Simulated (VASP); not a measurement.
# Li7Be8H24 (a cell with a defect) in VASP: notebook

The runs below take Li7Be8H24 (a cell with a defect) through single point, with PBEsol.

The COD entry that gives the cell may itself be a prediction, so a difference from it is no test against experiment.

Program: VASP 6.6.1. These are calculated values, not measurements. Logs are shortened: lines on timing, memory, paths and dates and some standing lists are left out, and cuts for length are marked.

### Step 1. The cell of the first run

The cell holds a defect, 39 atoms: a = 7.690 Å, b = 6.327 Å, c = 7.763 Å, α = 65.23°, β = 48.34°, γ = 66.43°.

### Step 2. Single point, PBEsol

Contents of INCAR:

```
SYSTEM = Li7Be8H24
PREC     = Accurate       ! precision mode
ENCUT    = 520            ! plane-wave cutoff, eV
EDIFF    = 1E-7           ! SCF threshold, eV
ISMEAR   = -1             ! smearing method
SIGMA    = 0.05           ! smearing width, eV
LREAL    = Auto         
LASPH    = .True.         ! aspherical terms in the spheres
NELM     = 100            ! most SCF steps
ALGO     = Normal         ! electronic algorithm
ISIF     = 2              ! what is computed and relaxed
LWAVE    = .False.        ! write WAVECAR
LCHARG   = .False.        ! write CHGCAR
GGA      = PS             ! functional
NBANDS   = 56             ! bands
```

Contents of KPOINTS:

```
Automatic mesh
0
Gamma
  2 2 2
  0 0 0
```

Contents of POSCAR:

```
Li7Be8H24
1.0
    0.0000000000      6.2993000000      4.4104000000
    4.5361000000      0.0000000000      4.4104000000
    4.5361000000      6.2993000000      0.0000000000
Li Be H
7 8 24
Direct
    0.4235802298      0.0954429881      0.3302971852
    0.6744229634      0.3798578274      0.6251023807
    0.8811574844      0.1168472318      0.8667510134
    0.1188646417      0.4222654146      0.0595361330
    0.9129421831      0.5744512506      0.8961953401
    0.1432066760      0.8751590051      0.1664626523
    0.6026157014      0.9556103098      0.6443323722
    0.2498876122      0.2322908750      0.7377935587
    0.7156566393      0.2215145924      0.2739771296
    0.0491002945     -0.0184001313      0.4884514970
    0.5144777519      0.0530217946     -0.0469813634
    0.7438384362      0.6697068205      0.2568600541
    0.2906102823      0.7560294782      0.7292331923
    0.4267306798      0.5934942431     -0.0098430891
   -0.0229194195      0.5023090441      0.5579629958
    0.3117633608     -0.0139445689      0.6546932296
    0.0489363979      0.7249843349     -0.0440469658
    0.2563665639      1.0102078964      0.2210039375
    0.5058388949      0.3049492422     -0.0628690411
    0.2008488060      0.4468475481      0.7877372274
    0.4772626390      0.6923818377      0.4859872459
    0.2097984575      0.5887005448      0.2243767683
    0.0180639888      0.2591897751      0.4940564056
    0.8213481521      0.6543229889      0.3952790922
    0.5753711593      0.3244338471      0.1808239735
    0.8451048076      0.1588404128      0.3931756362
    0.6672128880      0.9360430525      0.0670432992
    0.6932592876      0.5098515414      0.2204454098
    0.5069193083      0.2121991390      0.5065901293
    0.7373376811      0.4600367067      0.7609240305
    1.0080148888      0.7381079119      0.5235044864
    0.7409332828      0.9854634159      0.2770528426
    0.9769839435      0.1941796698      1.0204760918
    0.7583052563     -0.0032263519      0.6713774068
    0.4976053320      0.7487895528      1.0243415510
    0.3769065334      0.1101694688      0.8780583040
    0.0915295136      0.8619667679      0.6693486792
    0.4473308928      0.6466741861      0.7826152917
    0.0975757661      0.3368972975      0.6732876631
```

Potentials or basis: VASP PAW PBE potentials, release 64 (Li_sv, Be, H).

Launch:

```sh
$ cat potpaw_PBE.64/Li_sv/POTCAR potpaw_PBE.64/Be/POTCAR potpaw_PBE.64/H/POTCAR > POTCAR
$ mpirun -np 1 vasp_std > vasp.out
```

OUTCAR:

```text
SYSTEM = Li7Be8H24
   PREC = Accurate
   ENCUT = 520
   EDIFF = 1E-7
   ISMEAR = -1
   LREAL = Auto
   LASPH = .True.
   NELM = 100
   ISIF = 2
   GGA = PS

 ion  position               nearest neighbor table
   1  0.424  0.095  0.330-  25 1.72   9 2.39
   2  0.674  0.380  0.625-  30 1.71  11 2.39  15 2.40  12 2.49
   3  0.881  0.117  0.867-  27 1.75
   4  0.119  0.422  0.060-  20 1.71   5 2.34  12 2.37  13 2.44
   5  0.913  0.574  0.896-  20 1.71   4 2.34  12 2.42
   6  0.143  0.875  0.166-  22 1.62  14 2.18  10 2.42
   7  0.603  0.956  0.644-  34 1.47  29 1.72  11 2.31   8 2.37   9 2.38
   8  0.250  0.232  0.738-  39 1.39  20 1.40  29 1.55   7 2.37
   9  0.716  0.222  0.274-  29 1.40  32 1.42  25 1.48  26 1.61   7 2.38   1 2.39
  10  0.049  0.982  0.488-  37 1.47  18 1.55  31 1.57   6 2.42
  11  0.514  0.053  0.953-  36 1.39  19 1.52   7 2.31   2 2.39
  12  0.744  0.670  0.257-  28 1.40  24 1.50  21 1.59   4 2.37   5 2.42   2 2.49
  13  0.291  0.756  0.729-  16 1.36  38 1.36  17 1.50  21 1.54   4 2.44
  14  0.427  0.593  0.990-  38 1.41  22 1.43  35 1.47   6 2.18
  15  0.977  0.502  0.558-  30 1.46  31 1.49  39 1.52   2 2.40
  16  0.312  0.986  0.655-  13 1.36
  17  0.049  0.725  0.956-  13 1.50
  18  0.256  0.010  0.221-  10 1.55
  19  0.506  0.305  0.937-  11 1.52
  20  0.201  0.447  0.788-   8 1.40   4 1.71   5 1.71
  21  0.477  0.692  0.486-  13 1.54  12 1.59
  22  0.210  0.589  0.224-  14 1.43   6 1.62
  23  0.018  0.259  0.494-
  24  0.821  0.654  0.395-  12 1.50
  25  0.575  0.324  0.181-   9 1.48   1 1.72
  26  0.845  0.159  0.393-   9 1.61
  27  0.667  0.936  0.067-   3 1.75
  28  0.693  0.510  0.220-  12 1.40
  29  0.507  0.212  0.507-   9 1.40   8 1.55   7 1.72
  30  0.737  0.460  0.761-  15 1.46   2 1.71
  31  0.008  0.738  0.524-  15 1.49  10 1.57
  32  0.741  0.985  0.277-   9 1.42
  33  0.977  0.194  0.020-
  34  0.758  0.997  0.671-   7 1.47
  35  0.498  0.749  0.024-  14 1.47
  36  0.377  0.110  0.878-  11 1.39
  37  0.092  0.862  0.669-  10 1.47
  38  0.447  0.647  0.783-  13 1.36  14 1.41
  39  0.098  0.337  0.673-   8 1.39  15 1.52

  LATTYP: Found a face centered orthorhombic cell.
 ALAT       =     8.8208000000
 B/A-ratio  =     1.0285008163
 C/A-ratio  =     1.4282831489

  Lattice vectors:

 A1 = (   4.5361000000,   6.2993000000,   0.0000000000)
 A2 = (   0.0000000000,   6.2993000000,   4.4104000000)
 A3 = (   4.5361000000,   0.0000000000,   4.4104000000)

Analysis of symmetry for initial positions (statically):
=====================================================================
 Subroutine PRICEL returns:
[... 185 lines left out ...]
   NFREE  =      0    steps in history (QN), initial steepest desc. (CG)
   ISIF   =      2    stress and relaxation
   ISYM   =      2    0-nonsym 1-usesym 2-fastsym
   POTIM  = 0.5000    time-step for ionic-motion
   TEBEG  =    0.0;   TEEND  =   0.0 temperature during run
   PSTRESS=    0.0 pullay stress
   NELECT =      61.0000    total number of electrons
   NUPDOWN=      -1.0000    fix difference up-down
   EMIN   =  10.00;   EMAX   =-10.00  energy-range for DOS
   EFERMI =   0.00;   METHOD = LEGACY
   ISMEAR =    -1;   SIGMA  =   0.05  broadening in eV -4-tet -1-fermi 0-gaus
   EFERMI_NEDOS =   21; number of points for ismear=-14 and -15
   IALGO  =     38    algorithm
   IMIX   =      4    mixing-type and parameters
     AMIX     =   0.40;   BMIX     =  1.00
     AMIX_MAG =   1.60;   BMIX_MAG =  1.00
  volume/ion in A,a.u.               =       6.46        43.61
  Fermi-wavevector in a.u.,A,eV,Ry     =   1.020212  1.927921 14.161390  1.040833
  Thomas-Fermi vector in A             =   2.153769
   LORBIT       =      0    0 simple, 1 ext, 2 COOP (PROOUT), +10 PAW based schemes
   GGA     = PS    functional components
   LHFCALC =     F    Hartree Fock is set to
   AEXX    =    0.0000 exact exchange contribution
   IVDW    =     0    specifies the selected vdW correction
   LEPSILON=     F    determine dielectric tensor
   LRPA    =     F    only Hartree local field effects (RPA)
 non-spin polarized calculation
  energy-cutoff  :      520.00
  volume of cell :      252.05
 maximum number of plane-waves:      6816
 NGX is ok and might be reduce to    60
   NGX = 29   NGY = 23   NGZ = 29

 number of electron      61.0000001 magnetization

 Free energy of the ion-electron system (eV)
  ---------------------------------------------------
  ext. energy  EPLUGINS =         0.00000000
  ---------------------------------------------------
  free energy    TOTEN  =      -123.21973790 eV

  energy without entropy =     -123.19201892  energy(sigma->0) =     -123.20587841

 E-fermi :   2.2546     XC(G=0):  -9.1818

 val. band max:        2.1841334583   @ k =   0.0000   0.0000   0.0000
 cond. band min:       2.2905565617   @ k =   0.5000   0.5000   0.5000
 fundamental gap:      0.1064231034
 Fermi energy:         2.2545602294

 k-point     1 :       0.0000    0.0000    0.0000
  band No.  band energies     occupation
      1     -43.4146      2.00000
      2     -43.2588      2.00000
      3     -43.2072      2.00000
      4     -43.1127      2.00000
      5     -43.0635      2.00000
      6     -42.9727      2.00000
[... 349 lines left out ...]
     41       7.2659      0.00000
     42       7.5974      0.00000
 [bands above 42 left out]

------------------------ aborting loop because EDIFF is reached ----------------------------------------

  FORCE on cell =-STRESS in cart. coord.  units (eV):
  Direction    XX          YY          ZZ          XY          YZ          ZX
  --------------------------------------------------------------------------------------
  -------------------------------------------------------------------------------------
  Total        1.2344274      8.7453477      6.5480465      0.9732412      0.6296858      2.9236302
  in kB        7.8468122     55.5910374     41.6235818      6.1865453      4.0026870     18.5844677
  external PRESSURE =      35.0204771 kB  Pullay stress =       0.0000000 kB

 VOLUME and BASIS-vectors are now :
 -----------------------------------------------------------------------------
  energy-cutoff  :      520.00
  volume of cell :      252.05
      direct lattice vectors                 reciprocal lattice vectors
     0.000000000  6.299300000  4.410400000    -0.110226847  0.079373899  0.113368402
     4.536100000  0.000000000  4.410400000     0.110226847 -0.079373899  0.113368402
     4.536100000  6.299300000  0.000000000     0.110226847  0.079373899 -0.113368402

 POSITION                                       TOTAL-FORCE (eV/Angst)
 -----------------------------------------------------------------------------------
      1.93120      4.74890      2.28910        -0.138846      0.151639     -0.298164
      4.55860      8.18610      4.64980        -0.445208     -0.505032      0.117570
      4.46170     11.01060      4.40160         0.043975      0.211595      0.215387
      2.18550      1.12380      2.38660        -0.197739      1.163798     -0.547493
      6.67100     11.39630      6.56000        -0.091140     -0.858113      0.049511
      4.72490      1.95070      4.49140         0.912545     -0.874948      0.016288
[... 31 lines left out ...]
      6.48340      7.74780      4.82500         0.068931      0.730405      0.245223
      4.58230      4.85590      1.91620        -0.019761     -1.221994      0.070360
 -----------------------------------------------------------------------------------
    total drift:                               -0.004621      0.009177     -0.001785

  FREE ENERGIE OF THE ION-ELECTRON SYSTEM (eV)
  ---------------------------------------------------
  free  energy   TOTEN  =      -123.2197378989 eV

  energy  without entropy=     -123.1920189219  energy(sigma->0) =     -123.20587841
```

OSZICAR:

```text
N       E                     dE             d eps       ncg     rms          rms(c)
DAV:   1     0.241345620967E+03    0.24135E+03   -0.23194E+04   896   0.104E+03
DAV:   2    -0.832238831730E+02   -0.32457E+03   -0.29698E+03   968   0.263E+02
DAV:   3    -0.122995443711E+03   -0.39772E+02   -0.39292E+02  1328   0.747E+01
DAV:   4    -0.128559190842E+03   -0.55637E+01   -0.54909E+01  1504   0.245E+01
DAV:   5    -0.128989622905E+03   -0.43043E+00   -0.43033E+00  1312   0.543E+00    0.132E+01
DAV:   6    -0.124745522585E+03    0.42441E+01   -0.18924E+00  1072   0.464E+00    0.721E+00
DAV:   7    -0.123160508674E+03    0.15850E+01   -0.32529E+00  1136   0.568E+00    0.102E+00
DAV:   8    -0.123212585154E+03   -0.52076E-01   -0.61758E-01  1440   0.226E+00    0.745E-01
DAV:   9    -0.123216090559E+03   -0.35054E-02   -0.15461E-02  1184   0.451E-01    0.394E-01
DAV:  10    -0.123219233056E+03   -0.31425E-02   -0.46360E-03  1112   0.251E-01    0.768E-02
DAV:  11    -0.123219673865E+03   -0.44081E-03   -0.50912E-04  1232   0.840E-02    0.286E-02
DAV:  12    -0.123219724841E+03   -0.50977E-04   -0.88849E-05  1064   0.363E-02    0.920E-03
DAV:  13    -0.123219734810E+03   -0.99687E-05   -0.18665E-05  1200   0.158E-02    0.443E-03
DAV:  14    -0.123219737478E+03   -0.26674E-05   -0.29305E-06  1136   0.559E-03    0.114E-03
DAV:  15    -0.123219737876E+03   -0.39839E-06   -0.43489E-07  1136   0.223E-03    0.660E-04
DAV:  16    -0.123219737899E+03   -0.22916E-07   -0.55698E-08   808   0.944E-04
   1 F= -.12321974E+03 E0= -.12320588E+03  d E =-.277190E-01
```

stdout:

```text
POSCAR found type information on POSCAR LiBeH
 POSCAR found :  3 types and      39 ions
 scaLAPACK will be used
 -----------------------------------------------------------------------------
|                                                                             |
|                                                                             |
|     You enforced a specific xc type in the INCAR file but a different       |
|     I HOPE YOU KNOW WHAT YOU ARE DOING!                                     |
|                                                                             |
 -----------------------------------------------------------------------------

 LDA part: xc-table for (Slater+PW92), standard interpolation
 POSCAR, INCAR and KPOINTS ok, starting setup
 FFT: planning ... GRIDC
 FFT: planning ... GRID_SOFT
 FFT: planning ... GRID
 WAVECAR not read
 entering main loop
```

It took 12 min on 1 thread of Intel Xeon 8259CL, shared host; peak memory 0.44 GiB.

Results:

```
Free energy   : -123.2197 eV
Largest force : 2.499 eV/Å
```

Forces on the atoms (eV/Å):
```
Li  -0.139  0.152 -0.298
Li  -0.445 -0.505  0.118
Li   0.044  0.212  0.215
Li  -0.198  1.164 -0.547
Li  -0.091 -0.858  0.050
Li   0.913 -0.875  0.016
Li  -1.175 -0.947 -0.805
Be   0.311  0.665 -0.173
Be  -0.429 -0.118  1.127
Be   0.982 -0.618 -0.539
Be  -0.435  1.685 -0.589
Be   2.332 -0.315  0.840
Be  -0.462 -1.517 -0.650
Be  -1.264  1.617 -0.198
Be  -1.087 -0.435 -0.149
H    1.008  0.201  0.619
H    0.832  0.292 -0.450
H    0.510  0.525  0.143
H    0.216  0.031 -0.757
H    0.168  0.372  0.852
H   -0.119 -0.111  0.226
H   -0.769 -0.055 -0.666
H   -0.157  0.057 -0.026
H   -0.867  0.240 -0.312
H   -0.142 -0.453  0.519
H   -0.500 -0.101  0.414
H   -0.157 -0.277 -0.678
H   -0.433  0.211  0.340
H    1.174 -0.079 -0.266
H    0.393  0.596  0.758
H   -0.228 -0.251 -0.113
H   -0.383  0.163 -0.757
H   -0.307  0.200  0.351
H    1.572  1.755  0.756
H   -0.356 -0.416  0.396
H   -0.197 -1.234 -0.407
H   -0.164 -0.480  0.326
H    0.069  0.730  0.245
H   -0.020 -1.222  0.070
```

Levels at points of the mesh, in eV from the Fermi level:
```csv
k point,band 29,band 30,band 31,band 32,band 33,band 34
"(0.00, 0.00, 0.00)",-0.47,-0.07,0.31,1.82,2.24,2.66
"(0.50, 0.00, 0.00)",-1.41,-0.77,-0.54,2.48,2.54,3.05
"(0.00, 0.50, 0.00)",-1.50,-0.80,-0.10,2.23,2.60,2.91
"(0.50, 0.50, 0.50)",-1.35,-0.76,0.04,2.24,2.80,2.95
"(0.00, 0.00, 0.50)",-1.33,-1.14,-0.48,2.40,2.48,2.98
"(0.50, 0.50, 0.00)",-1.91,-1.61,-1.06,2.33,2.57,2.77
"(0.50, 0.00, 0.50)",-0.10,0.11,0.54,2.25,2.28,2.88
"(0.00, 0.50, 0.50)",-2.11,-1.31,-1.04,2.17,2.32,2.43
```

Caveat: the k points lie up to 0.56 Å⁻¹ apart; the cutoff is under 1.25 times the usual one of these potentials, so pressure, stress and relaxed cells hold a basis-set (Pulay) error; the PAW data sets were made with another functional, which shifts forces and pressure a little.

(Part 1 of 2 ends here.)
